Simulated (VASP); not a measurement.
# BN (I-4m2) in VASP: notebook

BN is run at these levels: PBE; tasks: single point.

Everything below comes from runs of VASP 6.6.1. Logs are shortened: lines on timing, memory, paths and dates and some standing lists are left out, and cuts for length are marked.

### 1 The cell of the first run

It takes space group I-4m2 (No. 119, tetragonal). Conventional cell: a = 2.563 Å, b = 2.563 Å, c = 3.752 Å, α = 90.00°, β = 90.00°, γ = 90.00°. Within 2.1 Å of B (site symmetry -4m2) lie 4 N at 1.59 Å. N (site symmetry -4m2) has 4 B at 1.59 Å within 2.1 Å.

### 2 Single point, PBE (engineering shear strain xz +0.0000, normal strain along z +0.0350)

Contents of INCAR:

```
PREC     = Accurate       # precision mode
ENCUT    = 520            # plane-wave cutoff, eV
EDIFF    = 1E-6           # SCF threshold, eV
ISMEAR   = 0              # smearing method
SIGMA    = 0.05           # smearing width, eV
LREAL    = F              # projectors in reciprocal space
LASPH    = T              # aspherical terms in the spheres
NELM     = 100            # most SCF steps
ALGO     = Normal         # electronic algorithm
ISIF     = 2              # what is computed and relaxed
LWAVE    = F              # write WAVECAR
LCHARG   = F              # write CHGCAR
GGA      = PE             # functional
NBANDS   = 11             # bands
```

Contents of KPOINTS:

```
regular mesh
0
Gamma
  12 12 12
```

Contents of POSCAR:

```
BN
1.0
    0.0000000000      1.8758275630      1.8123937807
    1.8123937807      0.0000000000      1.8123937807
    1.8123937807      1.8758275630      0.0000000000
B N
1 1
Direct
    0.0000000000      0.0000000000      0.0000000000
    0.7500000000      0.7500000000      0.7500000000
```

Potentials or basis: VASP PAW PBE potentials, release 64 (B, N).

Command:

```console
$ cat potpaw_PBE.64/B/POTCAR potpaw_PBE.64/N/POTCAR > POTCAR
$ mpirun -np 1 vasp_std > vasp.out
```

OUTCAR:

```text
PREC = Accurate
   ENCUT = 520
   EDIFF = 1E-6
   ISMEAR = 0
   LREAL = F
   LASPH = T
   NELM = 100
   ISIF = 2
   GGA = PE

 ion  position               nearest neighbor table
   1  0.000  0.000  0.000-   2 1.59   2 1.59   2 1.59   2 1.59
   2  0.750  0.750  0.750-   1 1.59   1 1.59   1 1.59   1 1.59

  LATTYP: Found a body centered tetragonal cell.
 ALAT       =     2.5631118650
 C/A-ratio  =     1.4637110370

  Lattice vectors:

 A1 = (   0.0000000000,  -1.8758275630,   1.8123937807)
 A2 = (   0.0000000000,  -1.8758275630,  -1.8123937807)
 A3 = (   1.8123937807,   1.8758275630,   0.0000000000)

Analysis of symmetry for initial positions (statically):
=====================================================================
 Subroutine PRICEL returns:
 Original cell was already a primitive cell.

 Routine SETGRP: Setting up the symmetry group for a
 body centered tetragonal supercell.

 Subroutine GETGRP returns: Found  8 space group operations
 (whereof  8 operations were pure point group operations)
 out of a pool of 16 trial point group operations.

The static configuration has the point symmetry D_2d.

Analysis of symmetry for dynamics (positions and initial velocities):
=====================================================================
 Subroutine PRICEL returns:
 Original cell was already a primitive cell.

 Routine SETGRP: Setting up the symmetry group for a
 body centered tetragonal supercell.

 Subroutine GETGRP returns: Found  8 space group operations
 (whereof  8 operations were pure point group operations)
 out of a pool of 16 trial point group operations.

The dynamic configuration has the point symmetry D_2d.

 Subroutine INISYM returns: Found  8 space group operations
 (whereof  8 operations are pure point group operations),
 and found     1 'primitive' translations

----------------------------------------------------------------------------------------

                                     Primitive cell

  volume of cell :      12.3233

  direct lattice vectors                    reciprocal lattice vectors
     0.000000000  1.875827563  1.812393781    -0.275878236  0.266549021  0.275878236
     1.812393781  0.000000000  1.812393781     0.275878236 -0.266549021  0.275878236
     1.812393781  1.875827563  0.000000000     0.275878236  0.266549021 -0.275878236

  length of vectors
     2.608352020  2.563111865  2.608352020     0.472510300  0.472510300  0.472510300

  position of ions in fractional coordinates (direct lattice)
     0.000000000  0.000000000  0.000000000
     0.750000000  0.750000000  0.750000000

  ion indices of the primitive-cell ions
   primitive index   ion index
                 1           1
                 2           2

----------------------------------------------------------------------------------------

 KPOINTS: regular mesh

Automatic generation of k-mesh.
 Grid dimensions read from file:
 generate k-points for:   12   12   12

 Generating k-lattice:

  Cartesian coordinates                     Fractional coordinates (reciprocal lattice)
    -0.022989853  0.022212418  0.022989853     0.083333333  0.000000000  0.000000000
     0.022989853 -0.022212418  0.022989853     0.000000000  0.083333333  0.000000000
     0.022989853  0.022212418 -0.022989853     0.000000000  0.000000000  0.083333333

  Length of vectors
     0.039375858  0.039375858  0.039375858

  Shift w.r.t. Gamma in fractional coordinates (k-lattice)
     0.000000000  0.000000000  0.000000000

 Subroutine IBZKPT returns following result:
 ===========================================

 Found    163 irreducible k-points:

 Following reciprocal coordinates:
            Coordinates               Weight
  0.000000  0.000000  0.000000      1.000000
  0.083333  0.000000  0.000000      8.000000
  0.166667  0.000000 -0.000000      8.000000
  0.250000  0.000000  0.000000      8.000000
  0.333333  0.000000 -0.000000      8.000000
  0.416667  0.000000  0.000000      8.000000
[... 16 lines left out ...]
  0.500000  0.166667  0.000000     16.000000
 -0.416667  0.166667  0.000000     16.000000
 [... further k-points ...]
   k-points           NKPTS =    163   k-points in BZ     NKDIM =    163   number of bands    NBANDS=     11
   number of dos      NEDOS =    301   number of ions     NIONS =      2
   total plane-waves  NPLWV =   8000
   dimension x,y,z NGX =    20 NGY =   20 NGZ =   20
   dimension x,y,z NGXF=    40 NGYF=   40 NGZF=   40
   ions per type =               1   1
   NGX,Y,Z   is equivalent  to a cutoff of  12.75, 12.97, 12.75 a.u.
   NGXF,Y,Z  is equivalent  to a cutoff of  25.49, 25.94, 25.49 a.u.
 SYSTEM =  unknown system
   PREC   = accura    normal or accurate (medium, high low for compatibility)
   ISTART =      0    job   : 0-new  1-cont  2-samecut
   ICHARG =      2    charge: 1-file 2-atom 10-const
   ISPIN  =      1    spin polarized calculation?
   LNONCOLLINEAR =      F non collinear calculations
   LSORBIT =      F    spin-orbit coupling
[... 62 lines left out ...]
      3       7.0071      2.00000
      4       7.0071      2.00000
      5      15.4373      0.00000
      6      15.4373      0.00000
      7      15.6798      0.00000
      8      16.5468      0.00000
      9      30.8594      0.00000
     10      33.1388      0.00000
     11      33.6397      0.00000

 k-point     2 :       0.0833    0.0000    0.0000
  band No.  band energies     occupation
      1     -12.7010      2.00000
      2       5.9693      2.00000
      3       6.6248      2.00000
      4       6.8473      2.00000
      5      15.5524      0.00000
      6      15.7033      0.00000
      7      15.9477      0.00000
      8      17.1608      0.00000
      9      30.7048      0.00000
     10      31.2634      0.00000
     11      32.6368      0.00000

 k-point     3 :       0.1667    0.0000   -0.0000
  band No.  band energies     occupation
      1     -12.2175      2.00000
      2       3.9625      2.00000
      3       6.1451      2.00000
      4       6.4580      2.00000
      5      15.7516      0.00000
      6      16.3388      0.00000
      7      16.5258      0.00000
      8      18.5429      0.00000
      9      29.7855      0.00000
     10      30.5192      0.00000
     11      30.9761      0.00000

 k-point     4 :       0.2500    0.0000    0.0000
  band No.  band energies     occupation
      1     -11.4384      2.00000
      2       1.5799      2.00000
      3       5.6173      2.00000
      4       6.0081      2.00000
      5      15.9410      0.00000
      6      16.9904      0.00000
      7      17.0798      0.00000
      8      19.9148      0.00000
      9      29.4314      0.00000
     10      30.2011      0.00000
     11      30.3859      0.00000

 k-point     5 :       0.3333    0.0000   -0.0000
  band No.  band energies     occupation
      1     -10.4284      2.00000
      2      -0.7240      2.00000
      3       5.1669      2.00000
      4       5.6251      2.00000
      5      16.0786      0.00000
      6      17.3852      0.00000
      7      17.3885      0.00000
      8      20.9320      0.00000
      9      29.4481      0.00000
     10      30.8651      0.00000
     11      30.9340      0.00000
[... 211 lines left out ...]
 k-point    21 :       0.3333    0.1667   -0.0000
  band No.  band energies     occupation
      1     -10.5495      2.00000
      2       0.9584      2.00000
      3       4.1054      2.00000
      4       4.6074      2.00000
      5      14.6305      0.00000
      6      18.5158      0.00000
      7      19.0864      0.00000
      8      19.6783      0.00000
      9      26.0832      0.00000
     10      32.6046      0.00000
     11      34.2473      0.00000

 k-point    22 :       0.4167    0.1667   -0.0000
  band No.  band energies     occupation
      1      -9.5307      2.00000
      2      -1.0567      2.00000
      3       3.8274      2.00000
      4       4.1042      2.00000
      5      15.0138      0.00000
      6      18.6446      0.00000
      7      19.6142      0.00000
      8      20.1278      0.00000
      9      26.8593      0.00000
     10      32.3904      0.00000
     11      34.6207      0.00000

 k-point    23 :       0.5000    0.1667    0.0000
  band No.  band energies     occupation
      1      -8.6341      2.00000
      2      -2.5164      2.00000
      3       3.4046      2.00000
      4       4.0343      2.00000
      5      15.3449      0.00000
      6      18.5233      0.00000
      7      19.4791      0.00000
      8      21.3594      0.00000
      9      27.1263      0.00000
     10      32.5104      0.00000
     11      33.8895      0.00000

 k-point    24 :      -0.4167    0.1667    0.0000
  band No.  band energies     occupation
      1      -8.4962      2.00000
      2      -2.7241      2.00000
      3       3.0361      2.00000
      4       4.3085      2.00000
      5      15.7522      0.00000
      6      18.3224      0.00000
      7      19.1807      0.00000
      8      22.0428      0.00000
      9      27.2849      0.00000
     10      31.7466      0.00000
     11      32.7206      0.00000

 [... further k-points ...]

------------------------ aborting loop because EDIFF is reached ----------------------------------------

  FORCE on cell =-STRESS in cart. coord.  units (eV):
  Direction    XX          YY          ZZ          XY          YZ          ZX
  --------------------------------------------------------------------------------------
  -------------------------------------------------------------------------------------
  Total       -0.3681150     -2.0058041     -0.3681150      0.0000000      0.0000000      0.0000000
  in kB      -47.8592643   -260.7780655    -47.8592643      0.0000000      0.0000000      0.0000000
  external PRESSURE =    -118.8321980 kB  Pullay stress =       0.0000000 kB

 VOLUME and BASIS-vectors are now :
 -----------------------------------------------------------------------------
  energy-cutoff  :      520.00
  volume of cell :       12.32
      direct lattice vectors                 reciprocal lattice vectors
     0.000000000  1.875827563  1.812393781    -0.275878236  0.266549021  0.275878236
     1.812393781  0.000000000  1.812393781     0.275878236 -0.266549021  0.275878236
     1.812393781  1.875827563  0.000000000     0.275878236  0.266549021 -0.275878236

 POSITION                                       TOTAL-FORCE (eV/Angst)
 -----------------------------------------------------------------------------------
      0.00000      0.00000      0.00000        -0.000000     -0.000000     -0.000000
      2.71859      2.81374      2.71859         0.000000      0.000000      0.000000
 -----------------------------------------------------------------------------------
    total drift:                                0.000000     -0.000001      0.000000

  FREE ENERGIE OF THE ION-ELECTRON SYSTEM (eV)
  ---------------------------------------------------
  free  energy   TOTEN  =       -17.4175951990 eV

  energy  without entropy=      -17.4175951990  energy(sigma->0) =      -17.41759520
```

Wall time 7.5 s (1 thread of Intel Xeon 6975P-C (Granite Rapids), shared host); peak memory 0.13 GiB.

What came out:

```
Free energy            : -17.4176 eV
Pressure               : -11.9 GPa
Band gap on the k mesh : 4.11 eV, indirect (least direct gap 8.43 eV)
```

Stress tensor (GPa, compression positive):
```
 -4.79   0.00   0.00
  0.00 -26.08   0.00
  0.00   0.00  -4.79
```

Caveat: the cell differs from its parent crystal (engineering shear strain xz +0.0000, normal strain along z +0.0350).

### 3 Single point, PBE (engineering shear strain xz +0.0000, normal strain along z +0.0175)

Contents of INCAR:

```
SYSTEM = BN
PREC = Accurate
ENCUT = 520
EDIFF = 1E-6
ISMEAR = 0
SIGMA = 0.05
LREAL = .False.
LASPH = .True.
NELM = 80
ALGO = Normal
ISIF = 2
LWAVE = .False.
LCHARG = .True.
GGA = PE
LELF = .True.
LVHAR = .True.
NBANDS = 11
```

Contents of KPOINTS:

```
Automatic mesh
0
Gamma
  12 12 12
  0 0 0
```

Contents of POSCAR:

```
BN
1.0
    0.0000000000      1.8441106719      1.8123937807
    1.8123937807      0.0000000000      1.8123937807
    1.8123937807      1.8441106719      0.0000000000
B N
1 1
Direct
    0.0000000000      0.0000000000      0.0000000000
    0.7500000000      0.7500000000      0.7500000000
```

Potentials or basis: VASP PAW PBE potentials, release 64 (B, N).

Command:

```console
$ cat potpaw_PBE.64/B/POTCAR potpaw_PBE.64/N/POTCAR > POTCAR
$ mpirun -np 1 vasp_std > vasp.out
```

Run time: 8 s. Hardware: 1 thread of Intel Xeon 6975P-C (Granite Rapids), shared host; peak memory 0.13 GiB.

Results (log left out):

| Property | Result |
| --- | --- |
| Free energy | -17.4428 eV |
| Pressure | -6.1 GPa |
| Band gap on the k mesh | 4.28 eV, indirect (least direct gap 8.60 eV) |

Stress tensor (GPa, compression positive):
```
 -2.52   0.00   0.00
  0.00 -13.20   0.00
  0.00   0.00  -2.52
```

Levels at points of the mesh, in eV from the valence-band top:
```
           k point  band 2  band 3  band 4  band 5  band 6  band 7
(0.00, 0.00, 0.00)   -0.17    0.00    0.00    8.60    8.60    8.73
(0.50, 0.00, 0.00)  -10.52   -2.08   -1.82    9.64   10.53   10.60
(0.50, 0.50, 0.00)   -8.73   -4.91   -4.91    4.28    8.90   17.35
(0.50, 0.00, 0.50)   -8.97   -4.68   -4.68    4.57    9.30   17.44
```

Caveat: the cell differs from its parent crystal (engineering shear strain xz +0.0000, normal strain along z +0.0175).

### 4 Single point, PBE (engineering shear strain xz +0.0000, normal strain along z +0.0700)

Contents of INCAR:

```
PREC = Accurate
ENCUT = 520
EDIFF = 1E-7
ISMEAR = 0
SIGMA = 0.05
LREAL = False
LASPH = True
NELM = 80
ALGO = Normal
ISIF = 2
LWAVE = False
LCHARG = True
GGA = PE
LELF = True
LVHAR = True
NBANDS = 11
```

Contents of KPOINTS:

```
Automatic mesh
0
Gamma
  12 12 12
```

Contents of POSCAR:

```
BN
1.0
    0.0000000000      1.9392613453      1.8123937807
    1.8123937807      0.0000000000      1.8123937807
    1.8123937807      1.9392613453      0.0000000000
B N
1 1
Direct
    0.0000000000      0.0000000000      0.0000000000
    0.7500000000      0.7500000000      0.7500000000
```

Command:

```console
$ cat potpaw_PBE.64/B/POTCAR potpaw_PBE.64/N/POTCAR > POTCAR
$ mpirun -np 1 vasp_std > vasp.out
```

Run time: 8.3 s. Hardware: 1 thread of Intel Xeon 6975P-C (Granite Rapids), shared host; peak memory 0.13 GiB.

Results (log left out):

```yaml
Free_energy: -17.3185 eV
Pressure: -22.1 GPa
Band_gap_on_the_k_mesh: 3.80 eV, indirect (least direct gap 8.10 eV)
```

Stress tensor (GPa, compression positive):
```
 -8.06   0.00   0.00
  0.00 -50.27   0.00
  0.00   0.00  -8.06
```

Levels at points of the mesh, in eV from the valence-band top:
| k point | band 1 | band 2 | band 3 | band 4 | band 5 | band 6 | band 7 | band 8 | band 9 |
| --- | --- | --- | --- | --- | --- | --- | --- | --- | --- |
| (0.00, 0.00, 0.00) | -19.63 | -0.71 | 0.00 | 0.00 | 8.10 | 8.10 | 8.57 | 8.86 | 23.14 |
| (0.50, 0.00, 0.00) | -15.75 | -10.24 | -2.54 | -1.52 | 8.14 | 10.36 | 10.51 | 14.25 | 22.07 |
| (0.50, 0.50, 0.00) | -14.25 | -8.36 | -5.03 | -5.03 | 3.80 | 8.08 | 15.96 | 16.91 | 19.64 |
| (0.50, 0.00, 0.50) | -14.95 | -9.28 | -4.19 | -4.19 | 4.89 | 9.58 | 16.39 | 16.39 | 18.42 |

Caveat: the cell differs from its parent crystal (engineering shear strain xz +0.0000, normal strain along z +0.0700). A k mesh can miss the band edges.

### 5 Single point, PBE (engineering shear strain xz +0.0000, normal strain along z +0.0525)

Contents of INCAR:

```
PREC = Accurate
ENCUT = 520
EDIFF = 1E-6
ISMEAR = 0
SIGMA = 0.05
LREAL = F
LASPH = T
NELM = 60
ALGO = Normal
ISIF = 2
LWAVE = F
LCHARG = F
GGA = PE
NBANDS = 11
```

Contents of KPOINTS:

```
regular mesh
0
Gamma
  12 12 12
```

Contents of POSCAR:

```
BN
1.0
    0.0000000000      1.9075444542      1.8123937807
    1.8123937807      0.0000000000      1.8123937807
    1.8123937807      1.9075444542      0.0000000000
B N
1 1
Direct
    0.0000000000      0.0000000000      0.0000000000
    0.7500000000      0.7500000000      0.7500000000
```

Command:

```console
$ cat potpaw_PBE.64/B/POTCAR potpaw_PBE.64/N/POTCAR > POTCAR
$ mpirun -np 1 vasp_std > vasp.out
```

Wall time 7.5 s (1 thread of Intel Xeon 6975P-C (Granite Rapids), shared host); peak memory 0.13 GiB.

It converged, with:

* Free energy: -17.3759 eV
* Pressure: -17.2 GPa
* Band gap on the k mesh: 3.96 eV, indirect (least direct gap 8.26 eV)

Stress tensor (GPa, compression positive):
```
 -6.61   0.00   0.00
  0.00 -38.43   0.00
  0.00   0.00  -6.61
```

Levels at points of the mesh, in eV from the valence-band top:
```tsv
k point	band 1	band 2	band 3	band 4	band 5	band 6	band 7	band 8
(0.00, 0.00, 0.00)	-19.75	-0.53	0.00	0.00	8.26	8.26	8.62	9.20
(0.50, 0.00, 0.00)	-15.80	-10.33	-2.39	-1.62	8.64	10.45	10.51	14.48
(0.50, 0.50, 0.00)	-14.33	-8.47	-5.00	-4.99	3.96	8.35	16.42	17.16
(0.50, 0.00, 0.50)	-14.87	-9.18	-4.34	-4.34	4.79	9.49	16.74	16.74
```

Caveat: the cell differs from its parent crystal (engineering shear strain xz +0.0000, normal strain along z +0.0525). A k mesh can miss the band edges.

### 6 The runs side by side

```tsv
cell	gap on the mesh (eV)	pressure (GPa)
a = 2.608, b = 2.563 Å, angles 60.6, 58.9, 60.6°, 2 atoms	4.11	-11.9
a = 2.586, b = 2.563 Å, angles 60.3, 59.4, 60.3°, 2 atoms	4.28	-6.1
a = 2.654, b = 2.563 Å, angles 61.1, 57.7, 61.1°, 2 atoms	3.80	-22.1
a = 2.631, b = 2.563 Å, angles 60.9, 58.3, 60.9°, 2 atoms	3.96	-17.2
```

Alike in all rows: task single point; level PBE; potentials or basis VASP PAW PBE potentials, release 64 (B, N); no spin polarisation; k mesh 12 × 12 × 12; cutoff (eV) 520; smearing gaussian 0.05 eV.

Total energies depend on the potentials used, so only differences within one code and one set of settings carry meaning.
